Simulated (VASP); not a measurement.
A run of VASP 6.6.1:

Contents of INCAR:

```
  PREC = Accurate
  ENCUT = 520
  EDIFF = 1E-7
  ISMEAR = 0
  SIGMA = 0.1
  LREAL = False
  LASPH = True
  NELM = 150
  ALGO = Normal
  ISIF = 2
  LWAVE = False
  LCHARG = False
  ISPIN = 2
  MAGMOM = 1 1 1 1 0 0 0 0
  LORBIT = 11
  LMAXMIX = 4
  GGA = PE
  NBANDS = 46
```

The input KPOINTS:

```
regular mesh
0
Gamma
  6 6 2
```

The input POSCAR:

```
Zr3TiC4
1.0
    3.2789764871      0.0000000000      0.0000000000
    0.0000000000      3.2789764871      0.0000000000
    0.0000000000      0.0000000000      9.2327630329
Zr Ti C
3 1 4
Direct
    0.0000000000      0.0000000000      0.2427312101
    0.5000000000      0.5000000000      0.5000000000
    0.0000000000      0.0000000000      0.7572687899
    0.5000000000      0.5000000000      0.0000000000
    0.0000000000      0.0000000000      0.0000000000
    0.5000000000      0.5000000000      0.2397057030
    0.0000000000      0.0000000000      0.5000000000
    0.5000000000      0.5000000000      0.7602942970
```

Potentials or basis: VASP PAW PBE potentials, release 64 (Zr_sv, Ti_sv, C).

Run with:

```sh
$ cat potpaw_PBE.64/Zr_sv/POTCAR potpaw_PBE.64/Ti_sv/POTCAR potpaw_PBE.64/C/POTCAR > POTCAR
$ mpirun -np 1 vasp_std > vasp.out
```

Hardware: 1 thread of Oxide Virtual Turin-like Processor (shared host).

Question: How long does it take, and how much memory?

Answer: Run time: 6.5 min on 1 thread of Oxide Virtual Turin-like Processor, with other jobs on the host, peak memory 0.28 GiB. Counts: scf iterations 20, k points 20.
